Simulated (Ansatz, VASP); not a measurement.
# SnO2: VASP beside Ansatz

```
CELL_PARAMETERS angstrom
3.21129 0.00000 0.00000
-1.60565 2.78106 0.00000
0.00000 0.00000 10.33668
ATOMIC_POSITIONS crystal
Sn 0.66578 0.82928 0.50004
Sn 0.33422 0.17072 0.00004
O 0.33250 0.16267 0.40145
O 0.00086 0.50403 0.09851
O 0.99914 0.49597 0.59851
O 0.66750 0.83733 0.90145
```

Alike in both runs: functional PBE; dispersion D3(BJ); k mesh 12 × 12 × 4; occupations gaussian, width 0.05 eV; no spin polarisation.

Ansatz relaxed the structure, and its values are those at the end. VASP's run is a single point on that final structure, the one shown.

|  | VASP | Ansatz |
| --- | --- | --- |
| version | VASP 6.6.1 | Ansatz 0.2.0 |
| potentials or method | VASP PAW PBE potentials, release 64 (Sn_d, O), cutoff 520 eV | scalar-relativistic, plane waves, PAW |
| valence electrons in the cell | 52 | 52 |

Ansatz gave:

* gap on the k mesh at the Fermi level (eV): 2.27
* least direct gap on the mesh (eV): 2.51
* pressure (GPa): -0.6
* rms of the force components (eV/Å): 0.002

Problem. What did VASP give for the same quantities?

Solution. gap on the k mesh at the Fermi level (eV): 2.25; least direct gap on the mesh (eV): 2.49; pressure (GPa): 0.0; rms of the force components (eV/Å): 0.026.

Ansatz's warnings: stress scf threshold loose.
